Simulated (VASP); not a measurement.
# WC (P1) in VASP: a series of runs, part 2 of 2

VASP 6.6.1. Earlier steps stand in the parts before.

**4. Single point, PBE+D3(BJ)**

File INCAR:

```
SYSTEM = WC
ALGO     = Normal         ! electronic algorithm
EDIFF    = 1E-6           ! SCF threshold, eV
ENCUT    = 520            ! plane-wave cutoff, eV
GGA      = PE             ! functional
ISIF     = 2              ! what is computed and relaxed
ISMEAR   = -1             ! smearing method
IVDW     = 12             ! dispersion correction
LASPH    = .TRUE.         ! aspherical terms in the spheres
LCHARG   = .FALSE.        ! write CHGCAR
LREAL    = Auto         
LWAVE    = .FALSE.        ! write WAVECAR
NBANDS   = 86             ! bands
NELM     = 80             ! most SCF steps
PREC     = Accurate       ! precision mode
SIGMA    = 0.17           ! smearing width, eV
```

File KPOINTS:

```
k-points
0
G
  2 2 2
  0 0 0
```

File POSCAR:

```
WC
1.0
   -3.0267750000     -5.2425280000      0.0000000000
    4.5401630000     -2.6212640000      0.0000000000
    0.0000000000      0.0000000000      5.9236370000
W C
8 8
Direct
    0.7439976513      0.4731577899     -0.0000337630
    0.7656876296      0.5221760045      0.4976165825
    0.4826723547     -0.0102329770     -0.0197176161
    0.4993082884     -0.0156175352      0.4891420592
    0.2521704966      0.5189821059      0.0047099442
    0.2372635139      0.4893972468      0.5032381289
    0.0068053915      0.0279722091      0.0142142403
    0.0111864310     -0.0130262262      0.5026135126
    0.4835759699      0.7039120966      0.2660190015
    0.5203910977      0.6547356922      0.7456398831
    0.2159901191      0.2064140632      0.2713873251
    0.3004584875      0.2039618927      0.7934989939
    0.0038395193      0.6610822918      0.2864962860
   -0.0176184302      0.6624151987      0.7684130543
    0.7300906365      0.1837202951      0.2485635092
    0.7770899944      0.1672795818      0.7459606320
```

Potentials or basis: VASP PAW PBE potentials, release 64 (W_sv, C).

The run is started by

```
$ cat potpaw_PBE.64/W_sv/POTCAR potpaw_PBE.64/C/POTCAR > POTCAR
$ mpirun -np 1 vasp_std > vasp.out
```

OUTCAR:

```text
SYSTEM = WC
   EDIFF = 1E-6
   ENCUT = 520
   GGA = PE
   ISIF = 2
   ISMEAR = -1
   IVDW = 12
   LASPH = .TRUE.
   LREAL = Auto
   NELM = 80
   PREC = Accurate
 IVDW          = 12

 ion  position               nearest neighbor table
   1  0.744  0.473  1.000-  15 2.12  16 2.21  14 2.22  10 2.24  13 2.52   9 2.54   7 2.83   2 2.96
                             5 2.99   3 2.99   2 2.99   5 3.09   3 3.14   7 3.32
   2  0.766  0.522  0.498-  13 2.04  14 2.20  10 2.20  15 2.32  16 2.37   9 2.39   8 2.85   6 2.86
                             4 2.91   1 2.96   1 2.99   8 3.18   6 3.20   4 3.25
   3  0.483  0.990  0.980-  12 1.92  10 2.25   9 2.26  15 2.41  16 2.44  11 2.62   5 2.84   7 2.89
                             4 2.91   1 2.99   4 3.02   5 3.11   1 3.14   7 3.19
   4  0.499  0.984  0.489-   9 1.98  15 2.25  10 2.30  11 2.44  12 2.45  16 2.46   2 2.91   3 2.91
                             8 2.96   3 3.02   6 3.04   6 3.09   8 3.10   2 3.25
   5  0.252  0.519  0.005-  12 2.09  14 2.28  11 2.29   9 2.30  10 2.34  13 2.37   3 2.84   6 2.96
                             7 2.97   6 2.98   1 2.99   7 3.05   1 3.09   3 3.11
   6  0.237  0.489  0.503-  11 2.03  13 2.11  12 2.31   9 2.34  14 2.38  10 2.40   2 2.86   8 2.95
                             5 2.96   8 2.97   5 2.98   4 3.04   4 3.09   2 3.20
   7  0.007  0.028  0.014-  11 2.19  16 2.23  15 2.32  12 2.39  14 2.41  13 2.51   1 2.83   3 2.89
                             8 2.90   5 2.97   8 3.04   5 3.05   3 3.19   1 3.32
   8  0.011  0.987  0.503-  13 2.14  11 2.18  16 2.23  14 2.32  15 2.49  12 2.71   2 2.85   7 2.90
                             6 2.95   4 2.96   6 2.97   7 3.04   4 3.10   2 3.18
   9  0.484  0.704  0.266-   4 1.98   3 2.26   5 2.30   6 2.34   2 2.39   1 2.54
  10  0.520  0.655  0.746-   2 2.20   1 2.24   3 2.25   4 2.30   5 2.34   6 2.40
  11  0.216  0.206  0.271-   6 2.03   8 2.18   7 2.19   5 2.29   4 2.44   3 2.62
  12  0.300  0.204  0.793-   3 1.92   5 2.09   6 2.31   7 2.39   4 2.45   8 2.71
  13  0.004  0.661  0.286-   2 2.04   6 2.11   8 2.14   5 2.37   7 2.51   1 2.52
  14  0.982  0.662  0.768-   2 2.20   1 2.22   5 2.28   8 2.32   6 2.38   7 2.41
  15  0.730  0.184  0.249-   1 2.12   4 2.25   2 2.32   7 2.32   3 2.41   8 2.49
  16  0.777  0.167  0.746-   1 2.21   8 2.23   7 2.23   2 2.37   3 2.44   4 2.46

  LATTYP: Found a simple orthorhombic cell.
 ALAT       =     5.2425284953
 B/A-ratio  =     1.1299198479
 C/A-ratio  =     1.1547004339

  Lattice vectors:

 A1 = (   4.5401630000,  -2.6212640000,   0.0000000000)
 A2 = (   0.0000000000,   0.0000000000,   5.9236370000)
 A3 = (  -3.0267750000,  -5.2425280000,   0.0000000000)

[... 173 lines left out ...]
   NGX = 23   NGY = 19   NGZ = 23

 number of electron     144.0000005 magnetization

 Free energy of the ion-electron system (eV)
  ---------------------------------------------------
  ext. energy  EPLUGINS =         0.00000000
  ---------------------------------------------------
  free energy    TOTEN  =      -173.05826945 eV

  energy without entropy =     -172.65790040  energy(sigma->0) =     -172.85808492

 E-fermi :   9.8182     XC(G=0): -13.0841

 val. band max:        9.7721134854   @ k =   0.0000   0.5000   0.0000
 cond. band min:      10.0249521125   @ k =   0.5000   0.0000   0.0000
 fundamental gap:      0.2528386271
 Fermi energy:         9.8182365518

 k-point     1 :       0.0000    0.0000    0.0000
  band No.  band energies     occupation
      1     -64.8529      2.00000
      2     -64.8286      2.00000
      3     -64.8016      2.00000
      4     -64.7129      2.00000
      5     -64.6938      2.00000
      6     -64.6616      2.00000
[... 685 lines left out ...]
     83      12.6603      0.00000
     84      12.7595      0.00000
 [bands above 84 left out]

------------------------ aborting loop because EDIFF is reached ----------------------------------------

 Edisp (eV)   -6.50406

 E8    (eV) :    -2.9801

  FORCE on cell =-STRESS in cart. coord.  units (eV):
  Direction    XX          YY          ZZ          XY          YZ          ZX
  --------------------------------------------------------------------------------------
  -------------------------------------------------------------------------------------
  Total     -25.76654   -30.87590   -36.55481    -1.64879    -1.82361     0.97648
  in kB    -219.59746  -263.14237  -311.54141   -14.05194   -15.54184     8.32210
  external pressure =     -264.76 kB  Pullay stress =        0.00 kB

 VOLUME and BASIS-vectors are now :
 -----------------------------------------------------------------------------
  energy-cutoff  :      520.00
  volume of cell :      187.99
      direct lattice vectors                 reciprocal lattice vectors
    -3.026775000 -5.242528000  0.000000000    -0.082596156 -0.143060756  0.000000000
     4.540163000 -2.621264000  0.000000000     0.165192312 -0.095373827  0.000000000
     0.000000000  0.000000000  5.923637000     0.000000000  0.000000000  0.168815206

 POSITION                                       TOTAL-FORCE (eV/Angst)
 -----------------------------------------------------------------------------------
     -0.10370     -5.14070      5.92344         2.113679     -1.698293     -0.694858
      0.05320     -5.38290      2.94770        -1.267736      3.688356      0.960623
      3.03276     -5.12486      5.80684        -1.739573     -3.503412      2.685738
      2.95796     -5.19796      2.89750         2.627160     -1.850289      1.569205
      1.59300     -2.68240      0.02790         0.114133      0.542774      0.393052
      1.50380     -2.52670      2.98100         0.734133     -2.851011      1.923724
[... 8 lines left out ...]
     -1.37570     -4.30910      1.47240        -1.311285      0.107897      0.434416
     -1.59260     -4.51240      4.41880         0.145099      0.632717      0.543333
 -----------------------------------------------------------------------------------
    total drift:                                0.014318      0.007610     -0.015698

  FREE ENERGIE OF THE ION-ELECTRON SYSTEM (eV)
  ---------------------------------------------------
  free  energy   TOTEN  =      -179.5623308119 eV

  energy  without entropy=     -179.1619617695  energy(sigma->0) =     -179.36214629
```

OSZICAR:

```text
N       E                     dE             d eps       ncg     rms          rms(c)
DAV:   1     0.186846707025E+04    0.18685E+04   -0.78500E+04  1376   0.188E+03
DAV:   2    -0.146795987176E+02   -0.18831E+04   -0.18234E+04  1392   0.595E+02
DAV:   3    -0.189657411428E+03   -0.17498E+03   -0.16618E+03  1648   0.160E+02
DAV:   4    -0.197947409087E+03   -0.82900E+01   -0.81089E+01  1640   0.310E+01
DAV:   5    -0.198210341566E+03   -0.26293E+00   -0.26167E+00  1712   0.532E+00    0.759E+01
DAV:   6    -0.174500386884E+03    0.23710E+02   -0.17541E+02  1724   0.401E+01    0.208E+01
DAV:   7    -0.173333898434E+03    0.11665E+01   -0.13768E+01  1712   0.128E+01    0.129E+01
DAV:   8    -0.173214483760E+03    0.11941E+00   -0.24529E+00  1744   0.842E+00    0.364E+00
DAV:   9    -0.173060082705E+03    0.15440E+00   -0.68442E-01  1752   0.428E+00    0.767E-01
DAV:  10    -0.173058836922E+03    0.12458E-02   -0.75757E-02  1752   0.131E+00    0.470E-01
DAV:  11    -0.173058411799E+03    0.42512E-03   -0.11535E-02  1784   0.588E-01    0.265E-01
DAV:  12    -0.173058272407E+03    0.13939E-03   -0.24397E-03  1736   0.299E-01    0.957E-02
DAV:  13    -0.173058285485E+03   -0.13078E-04   -0.79444E-04  1736   0.167E-01    0.400E-02
DAV:  14    -0.173058277925E+03    0.75596E-05   -0.13452E-04  1736   0.749E-02    0.263E-02
DAV:  15    -0.173058271849E+03    0.60762E-05   -0.31990E-05  1768   0.297E-02    0.113E-02
DAV:  16    -0.173058269859E+03    0.19899E-05   -0.83453E-06  1584   0.156E-02    0.534E-03
DAV:  17    -0.173058269446E+03    0.41327E-06   -0.11179E-06   928   0.809E-03
   1 F= -.17956233E+03 E0= -.17936215E+03  d E =-.400369E+00
```

Wall time 6.5 min (1 thread of Intel Xeon 8259CL, shared host); peak memory 0.33 GiB.

Results:

- Free energy: -179.5623 eV
- Pressure: -26.5 GPa
- Largest force: 4.798 eV/Å
- Band gap on the k mesh: zero (bands 72 and 73 overlap by 0.04 eV)
- Dispersion energy per atom: -0.407 eV

Forces on the atoms (eV/Å):
```
W    2.114 -1.698 -0.695
W   -1.268  3.688  0.961
W   -1.740 -3.503  2.686
W    2.627 -1.850  1.569
W    0.114  0.543  0.393
W    0.734 -2.851  1.924
W   -1.314  1.440 -0.902
W    2.275  0.323  0.658
C   -2.696  1.439 -1.388
C    1.389  0.451  0.619
C   -2.596  0.056 -1.066
C    1.114  3.439 -3.154
C    1.098 -0.366 -2.488
C   -0.686 -1.849 -0.094
C   -1.311  0.108  0.434
C    0.145  0.633  0.543
```

Stress tensor (GPa, compression positive):
```
-21.96  -1.41   0.83
 -1.41 -26.31  -1.55
  0.83  -1.55 -31.15
```

Caveat: the k points lie up to 0.60 Å⁻¹ apart; spin-orbit coupling is left out, which moves the levels of the heavy elements; forces of over 1 eV/Å act on the atoms, so gaps and moduli don't describe the material at rest.

**5. Summary**

| cell | gap on the mesh (eV) | pressure (GPa) | largest force (eV/Å) |
| --- | --- | --- | --- |
| as given, atomic positions A | none | -26.0 | 4.49 |
| as given, atomic positions B | - | -26.1 | 5.46 |
| as given, atomic positions C | none | -26.5 | 4.80 |

Alike in all rows: task single point; level PBE+D3(BJ); potentials or basis VASP PAW PBE potentials, release 64 (W_sv, C); no spin polarisation; k mesh 2 × 2 × 2; cutoff (eV) 520; smearing fermi-dirac 0.17 eV.

Caveats: all runs use coarse meshes; spin-orbit coupling is left out, which moves the levels of the heavy elements; forces of over 1 eV/Å act on the atoms, so gaps and moduli don't describe the material at rest.

Absolute energies hang on the potentials; compare differences alone.
